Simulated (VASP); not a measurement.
# SiC (nc) (F-43m) in VASP: notebook

SiC (nc) is run at these levels: PBE; tasks: single point.

All numbers are computed with VASP 6.6.1; they aren't measurements. Logs are shortened: lines on timing, memory, paths and dates and some standing lists are left out, and cuts for length are marked.

### 1 The cell of the first run

It takes space group F-43m (No. 216, cubic). Conventional cell: a = 4.424 Å, b = 4.424 Å, c = 4.424 Å, α = 90.00°, β = 90.00°, γ = 90.00°. Si (site symmetry -43m) has 4 C at 1.92 Å within 2.5 Å. Within 2.5 Å of C (site symmetry -43m) lie 4 Si at 1.92 Å.

### 2 Single point, PBE (volume scaled by 1.03)

File INCAR:

```
SYSTEM = SiC
PREC     = Accurate       ! precision mode
ENCUT    = 600            ! plane-wave cutoff, eV
EDIFF    = 1E-6           ! SCF threshold, eV
ISMEAR   = 0              ! smearing method
SIGMA    = 0.02           ! smearing width, eV
LREAL    = .False.        ! projectors in reciprocal space
LASPH    = .True.         ! aspherical terms in the spheres
NELM     = 120            ! most SCF steps
ALGO     = Normal         ! electronic algorithm
ISIF     = 2              ! what is computed and relaxed
LWAVE    = .False.        ! write WAVECAR
LCHARG   = .False.        ! write CHGCAR
GGA      = PE             ! functional
NBANDS   = 11             ! bands
GGA_COMPAT= .False.
```

File KPOINTS:

```
regular mesh
0
Gamma
  10 10 10
  0 0 0
```

File POSCAR:

```
SiC
1.0
    0.0000000000      2.2121373537      2.2121373537
    2.2121373537      0.0000000000      2.2121373537
    2.2121373537      2.2121373537      0.0000000000
Si C
1 1
Direct
    0.0000000000      0.0000000000      0.0000000000
    0.2500000000      0.2500000000      0.2500000000
```

Potentials or basis: VASP PAW PBE potentials, release 64 (Si, C).

Started as:

```bash
> cat potpaw_PBE.64/Si/POTCAR potpaw_PBE.64/C/POTCAR > POTCAR
> mpirun -np 1 vasp_std > vasp.out
```

OUTCAR:

```text
SYSTEM = SiC
   PREC = Accurate
   ENCUT = 600
   EDIFF = 1E-6
   ISMEAR = 0
   LREAL = .False.
   LASPH = .True.
   NELM = 120
   ISIF = 2
   GGA = PE

 ion  position               nearest neighbor table
   1  0.000  0.000  0.000-   2 1.92   2 1.92   2 1.92   2 1.92
   2  0.250  0.250  0.250-   1 1.92   1 1.92   1 1.92   1 1.92

  LATTYP: Found a face centered cubic cell.
 ALAT       =     4.4242747074

  Lattice vectors:

 A1 = (   0.0000000000,   2.2121373537,   2.2121373537)
 A2 = (   2.2121373537,   0.0000000000,   2.2121373537)
 A3 = (   2.2121373537,   2.2121373537,   0.0000000000)

Analysis of symmetry for initial positions (statically):
=====================================================================
 Subroutine PRICEL returns:
 Original cell was already a primitive cell.

 Routine SETGRP: Setting up the symmetry group for a
 face centered cubic supercell.

 Subroutine GETGRP returns: Found 24 space group operations
 (whereof 24 operations were pure point group operations)
 out of a pool of 48 trial point group operations.

The static configuration has the point symmetry T_d .

Analysis of symmetry for dynamics (positions and initial velocities):
=====================================================================
 Subroutine PRICEL returns:
 Original cell was already a primitive cell.

 Routine SETGRP: Setting up the symmetry group for a
 face centered cubic supercell.

 Subroutine GETGRP returns: Found 24 space group operations
 (whereof 24 operations were pure point group operations)
 out of a pool of 48 trial point group operations.

The dynamic configuration has the point symmetry T_d .

 Subroutine INISYM returns: Found 24 space group operations
 (whereof 24 operations are pure point group operations),
 and found     1 'primitive' translations

----------------------------------------------------------------------------------------

                                     Primitive cell

  volume of cell :      21.6504

  direct lattice vectors                    reciprocal lattice vectors
     0.000000000  2.212137354  2.212137354    -0.226025748  0.226025748  0.226025748
     2.212137354  0.000000000  2.212137354     0.226025748 -0.226025748  0.226025748
     2.212137354  2.212137354  0.000000000     0.226025748  0.226025748 -0.226025748

  length of vectors
     3.128434647  3.128434647  3.128434647     0.391488079  0.391488079  0.391488079

  position of ions in fractional coordinates (direct lattice)
     0.000000000  0.000000000  0.000000000
     0.250000000  0.250000000  0.250000000

  ion indices of the primitive-cell ions
   primitive index   ion index
                 1           1
                 2           2

----------------------------------------------------------------------------------------

 KPOINTS: regular mesh

Automatic generation of k-mesh.
 Grid dimensions read from file:
 generate k-points for:   10   10   10

 Generating k-lattice:

  Cartesian coordinates                     Fractional coordinates (reciprocal lattice)
    -0.022602575  0.022602575  0.022602575     0.100000000  0.000000000  0.000000000
     0.022602575 -0.022602575  0.022602575     0.000000000  0.100000000  0.000000000
     0.022602575  0.022602575 -0.022602575     0.000000000  0.000000000  0.100000000

  Length of vectors
     0.039148808  0.039148808  0.039148808

  Shift w.r.t. Gamma in fractional coordinates (k-lattice)
     0.000000000  0.000000000  0.000000000

 Subroutine IBZKPT returns following result:
 ===========================================

 Found     47 irreducible k-points:

 Following reciprocal coordinates:
            Coordinates               Weight
  0.000000  0.000000  0.000000      1.000000
  0.100000  0.000000  0.000000      8.000000
  0.200000  0.000000  0.000000      8.000000
  0.300000  0.000000  0.000000      8.000000
  0.400000  0.000000  0.000000      8.000000
  0.500000  0.000000  0.000000      4.000000
[... 16 lines left out ...]
  0.300000  0.300000  0.000000      6.000000
  0.400000  0.300000  0.000000     24.000000
 [... further k-points ...]
   k-points           NKPTS =     47   k-points in BZ     NKDIM =     47   number of bands    NBANDS=     11
   number of dos      NEDOS =    301   number of ions     NIONS =      2
   total plane-waves  NPLWV =  21952
   dimension x,y,z NGX =    28 NGY =   28 NGZ =   28
   dimension x,y,z NGXF=    56 NGYF=   56 NGZF=   56
   ions per type =               1   1
   NGX,Y,Z   is equivalent  to a cutoff of  14.88, 14.88, 14.88 a.u.
   NGXF,Y,Z  is equivalent  to a cutoff of  29.76, 29.76, 29.76 a.u.
 SYSTEM =  SiC
   PREC   = accura    normal or accurate (medium, high low for compatibility)
   ISTART =      0    job   : 0-new  1-cont  2-samecut
   ICHARG =      2    charge: 1-file 2-atom 10-const
   ISPIN  =      1    spin polarized calculation?
   LNONCOLLINEAR =      F non collinear calculations
   LSORBIT =      F    spin-orbit coupling
   LASPH  =      T    aspherical Exc in radial PAW
   ENCUT  =  600.0 eV  44.10 Ry    6.64 a.u.   6.25  6.25  6.25*2*pi/ulx,y,z
   NELM   =    120;   NELMIN=  2; NELMDL= -5     # of ELM steps
   EDIFF  = 0.1E-05   stopping-criterion for ELM
   LREAL  =      F    real-space projection
   EDIFFG = 0.1E-04   stopping-criterion for IOM
   NSW    =      0    number of steps for IOM
   IBRION =     -1    ionic relax: 0-MD 1-quasi-New 2-CG
   NFREE  =      0    steps in history (QN), initial steepest desc. (CG)
   ISIF   =      2    stress and relaxation
   ISYM   =      2    0-nonsym 1-usesym 2-fastsym
   POTIM  = 0.5000    time-step for ionic-motion
   TEBEG  =    0.0;   TEEND  =   0.0 temperature during run
   PSTRESS=    0.0 pullay stress
   NELECT =       8.0000    total number of electrons
   NUPDOWN=      -1.0000    fix difference up-down
   EMIN   =  10.00;   EMAX   =-10.00  energy-range for DOS
   EFERMI =   0.00;   METHOD = LEGACY
   ISMEAR =     0;   SIGMA  =   0.02  broadening in eV -4-tet -1-fermi 0-gaus
   EFERMI_NEDOS =   21; number of points for ismear=-14 and -15
   IALGO  =     38    algorithm
   IMIX   =      4    mixing-type and parameters
     AMIX     =   0.40;   BMIX     =  1.00
     AMIX_MAG =   1.60;   BMIX_MAG =  1.00
  volume/ion in A,a.u.               =      10.83        73.05
  Fermi-wavevector in a.u.,A,eV,Ry     =   1.174761  2.219976 18.776893  1.380063
  Thomas-Fermi vector in A             =   2.311152
   LORBIT       =      0    0 simple, 1 ext, 2 COOP (PROOUT), +10 PAW based schemes
   GGA     = PE    functional components
   LHFCALC =     F    Hartree Fock is set to
   AEXX    =    0.0000 exact exchange contribution
   IVDW    =     0    specifies the selected vdW correction
   LEPSILON=     F    determine dielectric tensor
   LRPA    =     F    only Hartree local field effects (RPA)
 non-spin polarized calculation
 Gauss-broadening in eV      SIGMA  =   0.02
  energy-cutoff  :      600.00
  volume of cell :       21.65
 maximum number of plane-waves:       740
 NGX is ok and might be reduce to    28
   NGX = 13   NGY = 13   NGZ = 13

 number of electron       8.0000000 magnetization

 Free energy of the ion-electron system (eV)
  ---------------------------------------------------
  ext. energy  EPLUGINS =         0.00000000
  ---------------------------------------------------
  free energy    TOTEN  =       -15.04949638 eV

  energy without entropy =      -15.04949638  energy(sigma->0) =      -15.04949638

 E-fermi :   7.7099     XC(G=0): -11.1595

 val. band max:        7.6062103126   @ k =   0.0000   0.0000   0.0000
 cond. band min:       9.0039449812   @ k =   0.5000   0.5000   0.0000
 fundamental gap:      1.3977346686
 Fermi energy:         7.7098840381

 k-point     1 :       0.0000    0.0000    0.0000
  band No.  band energies     occupation
      1      -7.4460      2.00000
      2       7.6062      2.00000
      3       7.6062      2.00000
      4       7.6062      2.00000
      5      13.3110      0.00000
      6      14.6066      0.00000
      7      14.6066      0.00000
      8      14.6066      0.00000
      9      21.8524      0.00000
     10      21.8524      0.00000
     11      23.3958      0.00000

 k-point     2 :       0.1000    0.0000    0.0000
  band No.  band energies     occupation
      1      -7.2577      2.00000
      2       6.6023      2.00000
      3       7.4737      2.00000
      4       7.4737      2.00000
      5      13.6330      0.00000
      6      14.8272      0.00000
      7      14.8434      0.00000
      8      14.8434      0.00000
      9      20.9435      0.00000
     10      20.9435      0.00000
     11      23.4790      0.00000

 k-point     3 :       0.2000    0.0000    0.0000
  band No.  band energies     occupation
      1      -6.7013      2.00000
      2       4.5250      2.00000
      3       7.1701      2.00000
      4       7.1701      2.00000
      5      13.4075      0.00000
      6      15.2113      0.00000
      7      15.2113      0.00000
      8      15.9751      0.00000
      9      20.2911      0.00000
     10      20.2911      0.00000
     11      22.6391      0.00000

 k-point     4 :       0.3000    0.0000    0.0000
  band No.  band energies     occupation
      1      -5.8137      2.00000
      2       2.2793      2.00000
      3       6.8575      2.00000
      4       6.8575      2.00000
      5      13.0027      0.00000
      6      15.1315      0.00000
      7      15.1315      0.00000
      8      17.0012      0.00000
      9      21.0384      0.00000
     10      21.0384      0.00000
     11      22.3101      0.00000
[... 239 lines left out ...]
 k-point    22 :      -0.2000    0.2000    0.0000
  band No.  band energies     occupation
      1      -5.5151      2.00000
      2       2.8737      2.00000
      3       4.4766      2.00000
      4       6.9596      2.00000
      5      13.9308      0.00000
      6      15.2331      0.00000
      7      15.6915      0.00000
      8      16.3995      0.00000
      9      18.9538      0.00000
     10      22.5826      0.00000
     11      26.2288      0.00000

 k-point    23 :       0.3000    0.3000    0.0000
  band No.  band energies     occupation
      1      -5.2571      2.00000
      2       3.2593      2.00000
      3       5.3084      2.00000
      4       5.3084      2.00000
      5      10.7013      0.00000
      6      13.0450      0.00000
      7      18.7020      0.00000
      8      18.7020      0.00000
      9      19.5025      0.00000
     10      24.3524      0.00000
     11      28.7597      0.00000

 k-point    24 :       0.4000    0.3000    0.0000
  band No.  band energies     occupation
      1      -4.4237      2.00000
      2       2.0752      2.00000
      3       4.5457      2.00000
      4       5.0528      2.00000
      5      10.4409      0.00000
      6      13.0440      0.00000
      7      18.7500      0.00000
      8      19.1131      0.00000
      9      20.8521      0.00000
     10      25.2719      0.00000
     11      28.1577      0.00000

 [... further k-points ...]
[... 5 lines left out ...]
  --------------------------------------------------------------------------------------
  -------------------------------------------------------------------------------------
  Total       -0.8438423     -0.8438423     -0.8438423      0.0000000      0.0000000      0.0000000
  in kB      -62.4461431    -62.4461431    -62.4461431      0.0000000      0.0000000      0.0000000
  external PRESSURE =     -62.4461431 kB  Pullay stress =       0.0000000 kB

 VOLUME and BASIS-vectors are now :
 -----------------------------------------------------------------------------
  energy-cutoff  :      600.00
  volume of cell :       21.65
      direct lattice vectors                 reciprocal lattice vectors
     0.000000000  2.212137354  2.212137354    -0.226025748  0.226025748  0.226025748
     2.212137354  0.000000000  2.212137354     0.226025748 -0.226025748  0.226025748
     2.212137354  2.212137354  0.000000000     0.226025748  0.226025748 -0.226025748

 POSITION                                       TOTAL-FORCE (eV/Angst)
 -----------------------------------------------------------------------------------
      0.00000      0.00000      0.00000        -0.000000     -0.000000     -0.000000
      1.10607      1.10607      1.10607         0.000000      0.000000      0.000000
 -----------------------------------------------------------------------------------
    total drift:                               -0.000000     -0.000000     -0.000000

  FREE ENERGIE OF THE ION-ELECTRON SYSTEM (eV)
  ---------------------------------------------------
  free  energy   TOTEN  =       -15.0494963789 eV

  energy  without entropy=      -15.0494963789  energy(sigma->0) =      -15.04949638
```

It took 11 s on 1 thread of Intel Xeon 6975P-C, shared host; peak memory 0.15 GiB.

Results:

```
Free energy            : -15.0495 eV
Pressure               : -6.2 GPa
Band gap on the k mesh : 1.40 eV, indirect (least direct gap 4.49 eV)
```

Levels at points of the mesh, in eV from the valence-band top:
```tsv
k point	band 1	band 2	band 3	band 4	band 5	band 6	band 7	band 8
(0.00, 0.00, 0.00)	-15.05	0.00	0.00	0.00	5.70	7.00	7.00	7.00
(0.50, 0.00, 0.00)	-11.65	-8.29	-1.04	-1.04	5.03	7.05	7.05	9.80
(0.50, 0.50, 0.00)	-10.25	-7.65	-3.10	-3.10	1.40	4.17	13.51	13.51
```

(Continued in part 2 of 2.)
